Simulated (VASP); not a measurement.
AgCl, 2 atoms in the cell. It takes space group Fm-3m (No. 225, cubic). Conventional cell: a = 5.721 Å, b = 5.721 Å, c = 5.721 Å, α = 90.00°, β = 90.00°, γ = 90.00°. Within 3.8 Å of Ag (site symmetry m-3m) lie 6 Cl at 2.86 Å. Within 3.8 Å of Cl (site symmetry m-3m) lie 6 Ag at 2.86 Å. 

- Program: VASP 6.6.1
- Task: single point
- Functional: PBE
- Potentials or basis: VASP PAW PBE potentials, release 64 (Ag, Cl)
- Cutoff: 500 eV
- k mesh: 6 × 6 × 6
- Occupations: gaussian, width 0.01 eV
- Spin: no spin polarisation
- Dipole correction: no
- Further INCAR settings: ALGO = Normal; EDIFF = 1e-06; NBANDS = 16

Potentials or basis: VASP PAW PBE potentials, release 64 (Ag, Cl).

Command:

```console
$ cat potpaw_PBE.64/Ag/POTCAR potpaw_PBE.64/Cl/POTCAR > POTCAR
$ mpirun -np 1 vasp_std > vasp.out
```

Hardware: 1 thread of Intel(R) Xeon(R) Platinum 8488C (Sapphire Rapids) (shared host).

Question: How long does it take, and how much memory?

Answer: Run time: 10 s on 1 thread of Intel(R) Xeon(R) Platinum 8488C (Sapphire Rapids) (shared host), peak memory 0.16 GiB. Counts: scf iterations 12, k points 16.
